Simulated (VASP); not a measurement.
Set up this calculation in VASP 6.6.1, as the native input.

- Task: relaxation of cell and atoms
- Functional: PBE
- Potentials or basis: VASP PAW PBE potentials, release 64 (Pt, Se, S)
- Cutoff: 600 eV
- k mesh: 12 × 12 × 2
- Occupations: gaussian, width 0.02 eV
- Spin: no spin polarisation
- Dipole correction: no
- Further INCAR settings: ALGO = Normal; EDIFF = 1e-06; IBRION = 2; EDIFFG = -0.01; NSW = 100; ISIF = 3

The structure of PtSeS4 lies in POSCAR:

```
PtSeS4
1.0
    3.5789387583      0.0000000000      0.0000000000
   -1.7894693792      3.0994518833      0.0000000000
    0.0000000000      0.0000000000     12.9969580760
Pt Se S
1 1 4
Direct
    0.0000000000      0.0000000000      0.5000000000
    0.0000000000      0.0000000000      0.0000000000
    0.6666666667      0.3333333333      0.5943330252
    0.6666666667      0.3333333333      0.1125960051
    0.3333333333      0.6666666667      0.8874039949
    0.3333333333      0.6666666667      0.4056669748
```

The cell was generated, and may not be a known phase.

One way to write it, as run:

INCAR

```
SYSTEM = PtSeS4
  PREC = Accurate
  ENCUT = 600
  EDIFF = 1E-6
  ISMEAR = 0
  SIGMA = 0.02
  LREAL = .False.
  LASPH = .True.
  NELM = 100
  ALGO = Normal
  ISIF = 3
  LWAVE = .False.
  LCHARG = .False.
  GGA = PE
  IBRION = 2
  NSW = 100
  EDIFFG = -0.01
```

KPOINTS

```
regular mesh
0
Gamma
  12 12 2
  0 0 0
```

Potentials or basis: VASP PAW PBE potentials, release 64 (Pt, Se, S).

Command:

```console
$ cat potpaw_PBE.64/Pt/POTCAR potpaw_PBE.64/Se/POTCAR potpaw_PBE.64/S/POTCAR > POTCAR
$ mpirun -np 1 vasp_std > vasp.out
```

Results of the run:

```json
{"Relaxed volume": "23.98 Å³/atom", "Relaxed cell": "a = 3.576 Å, b = 3.576 Å, c = 12.991 Å, α = 90.00°, β = 90.00°, γ = 120.00°", "Space group after relaxing (to 0.1 Å)": "P-3m1 (No. 164)", "Energy gained by relaxing": "0.0 meV/atom", "Ionic steps": "3", "Pressure after relaxing": "0.0 GPa", "Largest force after relaxing": "0.005 eV/Å", "Band gap on the k mesh": "0.88 eV (least direct gap 1.35 eV)"}
```

Caveat: spin-orbit coupling is left out, which moves the levels of the heavy elements; this functional lacks dispersion, which binds layers or chains, so the pressure and a relaxed spacing across them are unreliable.

Wall time 7.7 min on 1 thread of Oxide Virtual Turin-like Processor, with other jobs on the host, peak memory 0.39 GiB.
